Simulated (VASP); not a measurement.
Runs of VASP 6.6.1 on Si2C. The structure is that of space group P-3m1 (No. 164), or close to it. The cells are those of the table. 

| task | cell | k mesh | cutoff (eV) | gap on the mesh (eV) | pressure (GPa) | relaxed volume (Å³/atom) | largest force (eV/Å) |
| --- | --- | --- | --- | --- | --- | --- | --- |
| single point | a = 2.967, b = 2.967, c = 4.244 Å, angles 90.0, 90.0, 120.0°, 3 atoms | 6 × 6 × 4 | 520 | none | 0.1 | - | 0.02 |
| relaxation of cell and atoms | relaxed from a = 2.995, b = 2.995, c = 4.501 Å, angles 90.0, 90.0, 120.0°, 3 atoms | 6 × 6 × 4 | 600 | none | -0.2 | (a) | 0.02 |
| single point | a = 2.995, b = 2.995, c = 4.501 Å, angles 90.0, 90.0, 120.0°, 3 atoms | 6 × 6 × 4 | 520 | none | -3.3 | - | 1.47 |
| relaxation of cell and atoms | relaxed from a = 2.967, b = 2.967, c = 4.244 Å, angles 90.0, 90.0, 120.0°, 3 atoms | 18 × 18 × 12 | 600 | none | 0.0 | (b) | - |
| single point | a = 2.962, b = 2.962, c = 4.262 Å, angles 90.0, 90.0, 120.0°, 3 atoms | 18 × 18 × 12 | 520 | none | 0.0 | - | - |

Alike in all rows: level PBE; potentials or basis VASP PAW PBE potentials, release 64 (Si, C); no spin polarisation; smearing gaussian 0.1 eV.

**Question.** Fill in the values left out.

**Answer.** (a) 10.80; (b) 10.79.

Caveats: some runs use coarse meshes; forces of over 1 eV/Å act on the atoms, so gaps and moduli don't describe the material at rest (some runs).

A gap of «none» marks levels without a gap at the run's occupations.
